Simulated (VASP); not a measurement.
# Ag (P6_3/mmc) in VASP: a series of runs, part 2 of 2

VASP 6.6.1. Earlier steps stand in the parts before.

**6. Single point, PBEsol**

This run uses another cell than the first one, of 18.70 Å³/atom, 1.105 times its volume.

The input, INCAR:

```
SYSTEM = Ag
PREC     = Accurate       ! precision mode
ENCUT    = 520            ! plane-wave cutoff, eV
EDIFF    = 1E-7           ! SCF threshold, eV
ISMEAR   = 0              ! smearing method
SIGMA    = 0.15           ! smearing width, eV
LREAL    = .FALSE.        ! projectors in reciprocal space
LASPH    = .TRUE.         ! aspherical terms in the spheres
NELM     = 60             ! most SCF steps
ALGO     = Normal         ! electronic algorithm
ISIF     = 2              ! what is computed and relaxed
LWAVE    = .FALSE.        ! write WAVECAR
LCHARG   = .FALSE.        ! write CHGCAR
GGA      = PS             ! functional
NBANDS   = 18             ! bands
```

The input, KPOINTS:

```
Automatic mesh
0
G
  9 9 5
  0 0 0
```

The input, POSCAR:

```
Ag
1.0
    2.9780413255      0.0000000000      0.0000000000
   -1.4890206627      2.5790590012      0.0000000000
    0.0000000000      0.0000000000      4.8685385491
Ag
2
Direct
    0.3333333333      0.6666666667      0.2500000000
    0.6666666667      0.3333333333      0.7500000000
```

Potentials or basis: VASP PAW PBE potentials, release 64 (Ag).

Command:

```
$ cat potpaw_PBE.64/Ag/POTCAR > POTCAR
$ mpirun -np 1 vasp_std > vasp.out
```

OUTCAR:

```text
SYSTEM = Ag
   PREC = Accurate
   ENCUT = 520
   EDIFF = 1E-7
   ISMEAR = 0
   LREAL = .FALSE.
   LASPH = .TRUE.
   NELM = 60
   ISIF = 2
   GGA = PS

 ion  position               nearest neighbor table
   1  0.333  0.667  0.250-   2 2.98   2 2.98   2 2.98   2 2.98   2 2.98   2 2.98
   2  0.667  0.333  0.750-   1 2.98   1 2.98   1 2.98   1 2.98   1 2.98   1 2.98

  LATTYP: Found a hexagonal cell.
 ALAT       =     2.9780413255
 C/A-ratio  =     1.6348122867

  Lattice vectors:

 A1 = (   2.9780413255,   0.0000000000,   0.0000000000)
 A2 = (  -1.4890206627,   2.5790590012,   0.0000000000)
 A3 = (   0.0000000000,   0.0000000000,   4.8685385491)

Analysis of symmetry for initial positions (statically):
=====================================================================
 Subroutine PRICEL returns:
 Original cell was already a primitive cell.

 Routine SETGRP: Setting up the symmetry group for a
 hexagonal supercell.

 Subroutine GETGRP returns: Found 24 space group operations
 (whereof 12 operations were pure point group operations)
 out of a pool of 24 trial point group operations.

The static configuration has the point symmetry D_3d.
 The point group associated with its full space group is D_6h.

Analysis of symmetry for dynamics (positions and initial velocities):
=====================================================================
 Subroutine PRICEL returns:
 Original cell was already a primitive cell.

 Routine SETGRP: Setting up the symmetry group for a
 hexagonal supercell.

 Subroutine GETGRP returns: Found 24 space group operations
 (whereof 12 operations were pure point group operations)
 out of a pool of 24 trial point group operations.

The dynamic configuration has the point symmetry D_3d.
 The point group associated with its full space group is D_6h.

 Subroutine INISYM returns: Found 24 space group operations
 (whereof 12 operations are pure point group operations),
 and found     1 'primitive' translations

[... 109 lines left out ...]
   ISMEAR =     0;   SIGMA  =   0.15  broadening in eV -4-tet -1-fermi 0-gaus
   EFERMI_NEDOS =   21; number of points for ismear=-14 and -15
   IALGO  =     38    algorithm
   IMIX   =      4    mixing-type and parameters
     AMIX     =   0.40;   BMIX     =  1.00
     AMIX_MAG =   1.60;   BMIX_MAG =  1.00
  volume/ion in A,a.u.               =      18.70       126.17
  Fermi-wavevector in a.u.,A,eV,Ry     =   1.371783  2.592295 25.603301  1.881790
  Thomas-Fermi vector in A             =   2.497449
   LORBIT       =      0    0 simple, 1 ext, 2 COOP (PROOUT), +10 PAW based schemes
   GGA     = PS    functional components
   LHFCALC =     F    Hartree Fock is set to
   AEXX    =    0.0000 exact exchange contribution
   IVDW    =     0    specifies the selected vdW correction
   LEPSILON=     F    determine dielectric tensor
   LRPA    =     F    only Hartree local field effects (RPA)
 non-spin polarized calculation
 Gauss-broadening in eV      SIGMA  =   0.15
  energy-cutoff  :      520.00
  volume of cell :       37.39
 maximum number of plane-waves:      1032
 NGX is ok and might be reduce to    24
   NGX = 11   NGY = 11   NGZ = 19

 number of electron      21.9999990 magnetization

 Free energy of the ion-electron system (eV)
  ---------------------------------------------------
  ext. energy  EPLUGINS =         0.00000000
  ---------------------------------------------------
  free energy    TOTEN  =        -6.50496687 eV

  energy without entropy =       -6.50318261  energy(sigma->0) =       -6.50407474

 E-fermi :   7.0531     XC(G=0): -11.8706

 val. band max:        6.9101155037   @ k =   0.1111   0.1111   0.2000
 cond. band min:       7.2538354111   @ k =   0.2222   0.0000   0.2000
 fundamental gap:      0.3437199073
 Fermi energy:         7.0530852281

 k-point     1 :       0.0000    0.0000    0.0000
  band No.  band energies     occupation
      1      -0.1579      2.00000
      2       1.1673      2.00000
      3       2.5482      2.00000
      4       2.6313      2.00000
      5       2.6313      2.00000
      6       2.8326      2.00000
[... 481 lines left out ...]
      5       2.6379      2.00000
      6       2.6379      2.00000
[... 10 lines left out ...]
     17      19.4211      0.00000
     18      19.4211      0.00000

 [... further k-points ...]
[... 5 lines left out ...]
  --------------------------------------------------------------------------------------
  -------------------------------------------------------------------------------------
  Total       -2.4753537     -2.4753529     -2.1416766     -0.0000000      0.0000000      0.0000000
  in kB     -106.0613719   -106.0613357    -91.7643219     -0.0000000      0.0000000      0.0000000
  external PRESSURE =    -101.2956765 kB  Pullay stress =       0.0000000 kB

 VOLUME and BASIS-vectors are now :
 -----------------------------------------------------------------------------
  energy-cutoff  :      520.00
  volume of cell :       37.39
      direct lattice vectors                 reciprocal lattice vectors
     2.978041326  0.000000000  0.000000000     0.335791176  0.193869159  0.000000000
    -1.489020663  2.579059001  0.000000000     0.000000000  0.387738318  0.000000000
     0.000000000  0.000000000  4.868538549     0.000000000  0.000000000  0.205400448

 POSITION                                       TOTAL-FORCE (eV/Angst)
 -----------------------------------------------------------------------------------
     -0.00000      1.71937      1.21713        -0.000000     -0.000000      0.000000
      1.48902      0.85969      3.65140         0.000000      0.000000      0.000000
 -----------------------------------------------------------------------------------
    total drift:                                0.000000     -0.000000      0.000000

  FREE ENERGIE OF THE ION-ELECTRON SYSTEM (eV)
  ---------------------------------------------------
  free  energy   TOTEN  =        -6.5049668748 eV

  energy  without entropy=       -6.5031826090  energy(sigma->0) =       -6.50407474
```

OSZICAR:

```text
N       E                     dE             d eps       ncg     rms          rms(c)
DAV:   1     0.123085795450E+03    0.12309E+03   -0.11625E+04  1296   0.120E+03
DAV:   2    -0.512432208075E+01   -0.12821E+03   -0.12124E+03  1332   0.262E+02
DAV:   3    -0.712852066366E+01   -0.20042E+01   -0.19984E+01  1480   0.372E+01
DAV:   4    -0.713460459172E+01   -0.60839E-02   -0.60835E-02  1460   0.203E+00
DAV:   5    -0.713465643390E+01   -0.51842E-04   -0.51842E-04  1434   0.201E-01    0.627E+00
DAV:   6    -0.652331533635E+01    0.61134E+00   -0.16546E+00  1354   0.134E+01    0.386E+00
DAV:   7    -0.651114580529E+01    0.12170E-01   -0.13889E-02  1400   0.100E+00    0.229E+00
DAV:   8    -0.650494721845E+01    0.61986E-02   -0.79224E-04  1374   0.269E-01    0.910E-02
DAV:   9    -0.650496125050E+01   -0.14032E-04   -0.21495E-05  1508   0.337E-02    0.231E-02
DAV:  10    -0.650496681836E+01   -0.55679E-05   -0.37795E-06  1418   0.195E-02    0.173E-03
DAV:  11    -0.650496687476E+01   -0.56397E-07   -0.10214E-07  1106   0.277E-03
   1 F= -.65049669E+01 E0= -.65040747E+01  d E =-.178427E-02
```

stdout:

```text
POSCAR found type information on POSCAR Ag
 POSCAR found :  1 types and       2 ions
 scaLAPACK will be used
 -----------------------------------------------------------------------------
|                                                                             |
|                                                                             |
|     You enforced a specific xc type in the INCAR file but a different       |
|     I HOPE YOU KNOW WHAT YOU ARE DOING!                                     |
|                                                                             |
 -----------------------------------------------------------------------------

 LDA part: xc-table for (Slater+PW92), standard interpolation
 POSCAR, INCAR and KPOINTS ok, starting setup
 FFT: planning ... GRIDC
 FFT: planning ... GRID_SOFT
 FFT: planning ... GRID
 WAVECAR not read
 entering main loop
```

It took 14 s on 1 thread of AMD EPYC 7R13 (Zen 3), shared host; peak memory 0.13 GiB.

Results:

* Free energy: -6.5050 eV
* Pressure: -10.1 GPa
* Band gap on the k mesh: zero (band 11 reaches 10.65 eV, above the bottom of band 12 at 3.85 eV)

Stress tensor (GPa, compression positive):
```
-10.61   0.00   0.00
  0.00 -10.61   0.00
  0.00   0.00  -9.18
```

Levels at points of the mesh, in eV from the Fermi level:
| k point | band 9 | band 10 | band 11 | band 12 | band 13 | band 14 |
| --- | --- | --- | --- | --- | --- | --- |
| (0.00, 0.00, 0.00) | -3.91 | -3.04 | -3.04 | -0.25 | 3.04 | 15.31 |

Caveat: the PAW data sets were made with another functional, which shifts forces and pressure a little.

**7. Overview**

```tsv
cell	gap on the mesh (eV)	pressure (GPa)
a = 2.880, b = 2.880, c = 4.709 Å, angles 90.0, 90.0, 120.0°, 2 atoms	none	-2.1
a = 2.905, b = 2.905, c = 4.750 Å, angles 90.0, 90.0, 120.0°, 2 atoms	none	-4.7
a = 2.930, b = 2.930, c = 4.790 Å, angles 90.0, 90.0, 120.0°, 2 atoms	none	-6.9
a = 2.954, b = 2.954, c = 4.830 Å, angles 90.0, 90.0, 120.0°, 2 atoms	none	-8.7
a = 2.978, b = 2.978, c = 4.869 Å, angles 90.0, 90.0, 120.0°, 2 atoms	none	-10.1
```

Alike in all rows: task single point; level PBEsol; potentials or basis VASP PAW PBE potentials, release 64 (Ag); no spin polarisation; k mesh 9 × 9 × 5; cutoff (eV) 520; smearing gaussian 0.15 eV.

Caveats: the PAW data sets were made with another functional, which shifts forces and pressure a little.

Total energies depend on the potentials used, so only differences within one code and one set of settings carry meaning.
